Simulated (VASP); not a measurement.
Input of a VASP 6.6.1 run:

INCAR

```
ALGO = Fast
EDIFF = 1E-6
ENCUT = 520
GGA = PE
ISIF = 2
ISMEAR = 0
LASPH = True
LCHARG = True
LELF = True
LREAL = False
LVHAR = True
LWAVE = False
NBANDS = 14
NELM = 100
PREC = Accurate
SIGMA = 0.15
```

The input KPOINTS:

```
k-points
0
Gamma
  18 18 10
```

File POSCAR:

```
TiAl
1.0
    2.8089000000      0.0000000000      0.0000000000
   -1.4044500000      2.4325787567      0.0000000000
    0.0000000000      0.0000000000      4.6484095146
Ti Al
1 1
Direct
    0.0000000000      0.0000000000      0.0000000000
    0.3333333333      0.6666666667      0.5000000000
```

Potentials or basis: VASP PAW PBE potentials, release 64 (Ti_sv, Al).

Run with:

```console
$ cat potpaw_PBE.64/Ti_sv/POTCAR potpaw_PBE.64/Al/POTCAR > POTCAR
$ mpirun -np 1 vasp_std > vasp.out
```

(1) Predict the pressure.

## Answers

(1) 5.7 GPa.
